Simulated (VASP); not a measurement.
# TiGe4Mo (P4/mmm) in VASP: a series of runs

The runs below take TiGe4Mo through relaxation of shape and atoms at fixed volume, with PBE.

All numbers are computed with VASP 6.6.1; they aren't measurements. Logs are shortened: lines on timing, memory, paths and dates and some standing lists are left out, and cuts for length are marked.

### 1 The cell of the first run

The structure is tetragonal, space group P4/mmm (No. 123). The conventional cell has a = 3.446 Å, b = 3.446 Å, c = 8.773 Å, α = 90.00°, β = 90.00°, γ = 90.00°. Ti (site symmetry 4/mmm) has 10 Ge at 2.84 to 3.00 Å and 4 Ti at 3.45 Å within 3.7 Å. Within 3.7 Å of Ge (site symmetry 4mm) lie 4 Ti at 2.84 Å and 9 Ge at 2.88 to 3.45 Å and 1 Mo at 2.93 Å. Within 3.6 Å of Ge (site symmetry 4mm) lie 9 Ge at 2.77 to 3.45 Å and 4 Mo at 2.80 Å and 1 Ti at 3.00 Å. Within 3.7 Å of Mo (site symmetry 4/mmm) lie 10 Ge at 2.80 to 2.93 Å and 4 Mo at 3.45 Å.

### 2 Relaxation of shape and atoms at fixed volume, PBE (17.37 Å³/atom)

INCAR reads:

```
PREC = Accurate ; ENCUT = 600
EDIFF = 1E-6 ; ISMEAR = 0
SIGMA = 0.1 ; LREAL = False
LASPH = True ; NELM = 80
ALGO = Fast ; ISIF = 4
LWAVE = False ; LCHARG = False
GGA = PE ; IBRION = 2
NSW = 50 ; EDIFFG = -0.01
```

KPOINTS reads:

```
regular mesh
0
Gamma
  12 12 6
```

POSCAR reads:

```
TiGe4Mo
1.0
    3.4462250771      0.0000000000      0.0000000000
    0.0000000000      3.4462250771      0.0000000000
    0.0000000000      0.0000000000      8.7728335612
Ti Ge Mo
1 4 1
Direct
    0.5000000000      0.5000000000      0.5000000000
    0.0000000000      0.0000000000      0.6665751579
    0.5000000000      0.5000000000      0.1577462920
    0.0000000000      0.0000000000      0.3334248421
    0.5000000000      0.5000000000      0.8422537080
    0.0000000000      0.0000000000      0.0000000000
```

Potentials or basis: VASP PAW PBE potentials, release 64 (Ti_sv, Ge_d, Mo_sv).

On the command line:

```bash
$ cat potpaw_PBE.64/Ti_sv/POTCAR potpaw_PBE.64/Ge_d/POTCAR potpaw_PBE.64/Mo_sv/POTCAR > POTCAR
$ mpirun -np 1 vasp_std > vasp.out
```

OUTCAR:

```text
PREC = Accurate
   ENCUT = 600
   EDIFF = 1E-6
   ISMEAR = 0
   LREAL = False
   LASPH = True
   NELM = 80
   ISIF = 4
   GGA = PE
   IBRION = 2
   NSW = 50
   EDIFFG = -0.01

 ion  position               nearest neighbor table
   1  0.500  0.500  0.500-   2 2.84   4 2.84   2 2.84   4 2.84   2 2.84   4 2.84   2 2.84   4 2.84

   2  0.000  0.000  0.667-   1 2.84   1 2.84   1 2.84   1 2.84   5 2.88   5 2.88   5 2.88   5 2.88
                             6 2.93
   3  0.500  0.500  0.158-   5 2.77   6 2.80   6 2.80   6 2.80   6 2.80   4 2.88   4 2.88   4 2.88
                             4 2.88
   4  0.000  0.000  0.333-   1 2.84   1 2.84   1 2.84   1 2.84   3 2.88   3 2.88   3 2.88   3 2.88
                             6 2.93
   5  0.500  0.500  0.842-   3 2.77   6 2.80   6 2.80   6 2.80   6 2.80   2 2.88   2 2.88   2 2.88
                             2 2.88
   6  0.000  0.000  0.000-   3 2.80   5 2.80   3 2.80   5 2.80   3 2.80   5 2.80   3 2.80   5 2.80
                             4 2.93   2 2.93

  LATTYP: Found a simple tetragonal cell.
 ALAT       =     3.4462250771
 C/A-ratio  =     2.5456356927

  Lattice vectors:

 A1 = (   3.4462250771,   0.0000000000,   0.0000000000)
 A2 = (   0.0000000000,   3.4462250771,   0.0000000000)
 A3 = (   0.0000000000,   0.0000000000,   8.7728335612)

Analysis of symmetry for initial positions (statically):
=====================================================================
 Subroutine PRICEL returns:
 Original cell was already a primitive cell.

 Routine SETGRP: Setting up the symmetry group for a
 simple tetragonal supercell.

 Subroutine GETGRP returns: Found 16 space group operations
 (whereof 16 operations were pure point group operations)
 out of a pool of 16 trial point group operations.

The static configuration has the point symmetry D_4h.

Analysis of symmetry for dynamics (positions and initial velocities):
=====================================================================
 Subroutine PRICEL returns:
 Original cell was already a primitive cell.

 Routine SETGRP: Setting up the symmetry group for a
 simple tetragonal supercell.

 Subroutine GETGRP returns: Found 16 space group operations
 (whereof 16 operations were pure point group operations)
 out of a pool of 16 trial point group operations.

The dynamic configuration has the point symmetry D_4h.

 Subroutine INISYM returns: Found 16 space group operations
 (whereof 16 operations are pure point group operations),
 and found     1 'primitive' translations

----------------------------------------------------------------------------------------

                                     Primitive cell

  volume of cell :     104.1903

  direct lattice vectors                    reciprocal lattice vectors
     3.446225077  0.000000000  0.000000000     0.290172574  0.000000000  0.000000000
     0.000000000  3.446225077  0.000000000     0.000000000  0.290172574  0.000000000
     0.000000000  0.000000000  8.772833561     0.000000000  0.000000000  0.113988256

  length of vectors
     3.446225077  3.446225077  8.772833561     0.290172574  0.290172574  0.113988256

  position of ions in fractional coordinates (direct lattice)
     0.500000000  0.500000000  0.500000000
     0.000000000  0.000000000  0.666575158
     0.500000000  0.500000000  0.157746292
     0.000000000  0.000000000  0.333424842
     0.500000000  0.500000000  0.842253708
     0.000000000  0.000000000  0.000000000

  ion indices of the primitive-cell ions
   primitive index   ion index
                 1           1
                 2           2
                 3           3
                 4           4
                 5           5
                 6           6

----------------------------------------------------------------------------------------

 KPOINTS: regular mesh

Automatic generation of k-mesh.
 Grid dimensions read from file:
 generate k-points for:   12   12    6

 Generating k-lattice:

  Cartesian coordinates                     Fractional coordinates (reciprocal lattice)
     0.024181048  0.000000000  0.000000000     0.083333333  0.000000000  0.000000000
     0.000000000  0.024181048  0.000000000     0.000000000  0.083333333  0.000000000
     0.000000000  0.000000000  0.018998043     0.000000000  0.000000000  0.166666667

  Length of vectors
     0.024181048  0.024181048  0.018998043

  Shift w.r.t. Gamma in fractional coordinates (k-lattice)
     0.000000000  0.000000000  0.000000000

 Subroutine IBZKPT returns following result:
 ===========================================

 Found    112 irreducible k-points:

 Following reciprocal coordinates:
            Coordinates               Weight
  0.000000  0.000000  0.000000      1.000000
  0.083333  0.000000  0.000000      4.000000
  0.166667  0.000000  0.000000      4.000000
  0.250000  0.000000  0.000000      4.000000
  0.333333  0.000000  0.000000      4.000000
  0.416667  0.000000  0.000000      4.000000
[... 16 lines left out ...]
  0.333333  0.333333  0.000000      4.000000
  0.416667  0.333333  0.000000      8.000000
 [... further k-points ...]
   k-points           NKPTS =    112   k-points in BZ     NKDIM =    112   number of bands    NBANDS=     49
   number of dos      NEDOS =    301   number of ions     NIONS =      6
   total plane-waves  NPLWV =  54880
   dimension x,y,z NGX =    28 NGY =   28 NGZ =   70
   dimension x,y,z NGXF=    56 NGYF=   56 NGZF=  140
   ions per type =               1   4   1
   NGX,Y,Z   is equivalent  to a cutoff of  13.51, 13.51, 13.27 a.u.
   NGXF,Y,Z  is equivalent  to a cutoff of  27.01, 27.01, 26.53 a.u.
 SYSTEM =  unknown system
   PREC   = accura    normal or accurate (medium, high low for compatibility)
   ISTART =      0    job   : 0-new  1-cont  2-samecut
   ICHARG =      2    charge: 1-file 2-atom 10-const
   ISPIN  =      1    spin polarized calculation?
   LNONCOLLINEAR =      F non collinear calculations
   LSORBIT =      F    spin-orbit coupling
   LASPH  =      T    aspherical Exc in radial PAW
   ENCUT  =  600.0 eV  44.10 Ry    6.64 a.u.   6.88  6.88 17.52*2*pi/ulx,y,z
   NELM   =     80;   NELMIN=  2; NELMDL= -5     # of ELM steps
   EDIFF  = 0.1E-05   stopping-criterion for ELM
   LREAL  =      F    real-space projection
   EDIFFG = -.1E-01   stopping-criterion for IOM
   NSW    =     50    number of steps for IOM
   IBRION =      2    ionic relax: 0-MD 1-quasi-New 2-CG
   NFREE  =      1    steps in history (QN), initial steepest desc. (CG)
   ISIF   =      4    stress and relaxation
   ISYM   =      2    0-nonsym 1-usesym 2-fastsym
   POTIM  = 0.5000    time-step for ionic-motion
   TEBEG  =    0.0;   TEEND  =   0.0 temperature during run
   PSTRESS=    0.0 pullay stress
   NELECT =      82.0000    total number of electrons
   NUPDOWN=      -1.0000    fix difference up-down
   EMIN   =  10.00;   EMAX   =-10.00  energy-range for DOS
   EFERMI =   0.00;   METHOD = LEGACY
   ISMEAR =     0;   SIGMA  =   0.10  broadening in eV -4-tet -1-fermi 0-gaus
   EFERMI_NEDOS =   21; number of points for ismear=-14 and -15
   IALGO  =     68    algorithm
   IMIX   =      4    mixing-type and parameters
     AMIX     =   0.40;   BMIX     =  1.00
     AMIX_MAG =   1.60;   BMIX_MAG =  1.00
  volume/ion in A,a.u.               =      17.37       117.19
  Fermi-wavevector in a.u.,A,eV,Ry     =   1.511485  2.856292 31.083675  2.284586
  Thomas-Fermi vector in A             =   2.621536
   LORBIT       =      0    0 simple, 1 ext, 2 COOP (PROOUT), +10 PAW based schemes
   GGA     = PE    functional components
   LHFCALC =     F    Hartree Fock is set to
   AEXX    =    0.0000 exact exchange contribution
   IVDW    =     0    specifies the selected vdW correction
   LEPSILON=     F    determine dielectric tensor
   LRPA    =     F    only Hartree local field effects (RPA)
 conjugate gradient relaxation of ions
 non-spin polarized calculation
 RMM-DIIS sequential band-by-band and
 Gauss-broadening in eV      SIGMA  =   0.10
  energy-cutoff  :      600.00
  volume of cell :      104.19
 maximum number of plane-waves:      3504
 NGX is ok and might be reduce to    28
   NGX = 13   NGY = 13   NGZ = 35

--------------------------------------- Ionic step        1  -------------------------------------------

 number of electron      82.0000011 magnetization

 Free energy of the ion-electron system (eV)
  ---------------------------------------------------
  ext. energy  EPLUGINS =         0.00000000
  ---------------------------------------------------
  free energy    TOTEN  =       -37.79948010 eV

  energy without entropy =      -37.78492823  energy(sigma->0) =      -37.79220417

------------------------ aborting loop EDIFF was not reached (unconverged)  ----------------------------

  FORCE on cell =-STRESS in cart. coord.  units (eV):
  Direction    XX          YY          ZZ          XY          YZ          ZX
  --------------------------------------------------------------------------------------
  -------------------------------------------------------------------------------------
  Total       -6.5205905     -6.5205905     -6.6872769      0.0000000      0.0000000      0.0000000
  in kB     -100.2698451   -100.2698451   -102.8330516      0.0000000      0.0000000      0.0000000
  external PRESSURE =    -101.1242473 kB  Pullay stress =       0.0000000 kB

 VOLUME and BASIS-vectors are now :
 -----------------------------------------------------------------------------
  energy-cutoff  :      600.00
  volume of cell :      104.19
      direct lattice vectors                 reciprocal lattice vectors
     3.446225077  0.000000000  0.000000000     0.290172574  0.000000000  0.000000000
     0.000000000  3.446225077  0.000000000     0.000000000  0.290172574  0.000000000
     0.000000000  0.000000000  8.772833561     0.000000000  0.000000000  0.113988256
[... 176 lines left out ...]
  energy  without entropy=      -37.7950567035  energy(sigma->0) =      -37.80235790

--------------------------------------- Ionic step        6  -------------------------------------------

 number of electron      82.0000012 magnetization

 Free energy of the ion-electron system (eV)
  ---------------------------------------------------
  ext. energy  EPLUGINS =         0.00000000
  ---------------------------------------------------
  free energy    TOTEN  =       -37.80976058 eV

  energy without entropy =      -37.79522378  energy(sigma->0) =      -37.80249218

 E-fermi :   7.9430     XC(G=0): -11.8648

 val. band max:        7.9413742047   @ k =   0.5000   0.0000   0.0000
 cond. band min:       7.9447327845   @ k =   0.4167   0.1667   0.5000
 fundamental gap:      0.0033585798
 Fermi energy:         7.9429693658

 k-point     1 :       0.0000    0.0000    0.0000
  band No.  band energies     occupation
      1     -52.8833      2.00000
      2     -48.9153      2.00000
      3     -26.9474      2.00000
      4     -26.9327      2.00000
      5     -26.9327      2.00000
      6     -25.2391      2.00000
[... 1237 lines left out ...]
     48      10.4314      0.00000
     49      11.3191      0.00000

 [... further k-points ...]
[... 5 lines left out ...]
  --------------------------------------------------------------------------------------
  -------------------------------------------------------------------------------------
  Total       -6.4439940     -6.4439940     -6.5298614      0.0000000     -0.0000000      0.0000000
  in kB      -99.0919877    -99.0919877   -100.4124072      0.0000000     -0.0000000      0.0000000
  external PRESSURE =     -99.5321275 kB  Pullay stress =       0.0000000 kB
[... 21 lines left out ...]
  FREE ENERGIE OF THE ION-ELECTRON SYSTEM (eV)
  ---------------------------------------------------
  free  energy   TOTEN  =       -37.8097605807 eV

  energy  without entropy=      -37.7952237841  energy(sigma->0) =      -37.80249218

 reached required accuracy - stopping structural energy minimisation
```

Wall time 1.8 h (1 thread of Oxide Virtual Turin-like, shared host); peak memory 0.66 GiB.

Results:

```yaml
Free_energy: -37.8098 eV
Energy_gained_by_relaxing: 1.7 meV/atom
Ionic_steps: 6
Pressure_after_relaxing: -10.0 GPa
Largest_force_after_relaxing: 0.004 eV/Å
Band_gap_on_the_k_mesh: zero (bands 41 and 42 overlap by 1.65 eV)
```

Forces on the atoms (eV/Å):
```
Ti   0.000  0.000  0.000
Ge   0.000  0.000  0.004
Ge   0.000  0.000 -0.004
Ge   0.000  0.000 -0.004
Ge   0.000  0.000  0.004
Mo   0.000  0.000  0.000
```

The path:
| step | energy change (eV) | largest force (eV/Å) | pressure (GPa) | volume (Å³) |
| --- | --- | --- | --- | --- |
| 1 | 0.0000 | 0.1318 | -10.11 | 104.19 |
| 2 | -0.0099 | 0.0569 | -10.02 | 104.19 |
| 3 | -0.0099 | 0.0565 | -10.01 | 104.19 |
| 4 | -0.0101 | 0.0428 | -10.01 | 104.19 |
| 5 | -0.0102 | 0.0295 | -9.99 | 104.19 |
| 6 | -0.0103 | 0.0045 | -9.95 | 104.19 |

Final structure:
```xyz
6
Lattice="3.4449 0.0000 0.0000 0.0000 3.4449 0.0000 0.0000 0.0000 8.7795" Properties=species:S:1:pos:R:3 pbc="T T T"
Ti    1.7225    1.7225    4.3898
Ge    3.4449    0.0000    5.8502
Ge    1.7225    1.7225    1.3724
Ge    0.0000    0.0000    2.9293
Ge    1.7225    1.7225    7.4071
Mo    0.0000    3.4449    8.7795
```

(Continued in part 2 of 2.)

The gap in the log of VASP goes by the Fermi energy; the results here count the filled bands.